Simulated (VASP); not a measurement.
C, 2 atoms in the cell. It takes space group Fd-3m (No. 227, cubic). Conventional cell: a = 3.567 Å, b = 3.567 Å, c = 3.567 Å, α = 90.00°, β = 90.00°, γ = 90.00°. Within 2.1 Å of C (site symmetry -43m) lie 4 C at 1.54 Å. 

| Item | Value |
| --- | --- |
| Program | VASP 6.6.1 |
| Task | single point |
| Functional | r2SCAN |
| Dispersion | D3(BJ) |
| Potentials or basis | VASP PAW PBE potentials, release 64 (C) |
| Cutoff | 520 eV |
| k mesh | 13 × 13 × 13 |
| Occupations | fermi-dirac, width 0.05 eV |
| Spin | no spin polarisation |
| Dipole correction | no |
| Further INCAR settings | ALGO = Normal; EDIFF = 1e-06; NBANDS = 11 |

Potentials or basis: VASP PAW PBE potentials, release 64 (C).

Run with:

```console
$ cat potpaw_PBE.64/C/POTCAR > POTCAR
$ cp INCAR.step1 INCAR
$ mpirun -np 1 vasp_std > vasp.out
$ cp INCAR.step2 INCAR
$ mpirun -np 1 vasp_std > vasp.out
```

Hardware: 1 thread of Intel(R) Xeon(R) Platinum 8375C CPU @ 2.90GHz (Ice Lake), on a shared host.

How long does it take, and how much memory?

Wall time 27 s on 1 thread of Intel(R) Xeon(R) Platinum 8375C CPU @ 2.90GHz (Ice Lake) (shared host), peak memory 0.13 GiB. Counts: k points 84.
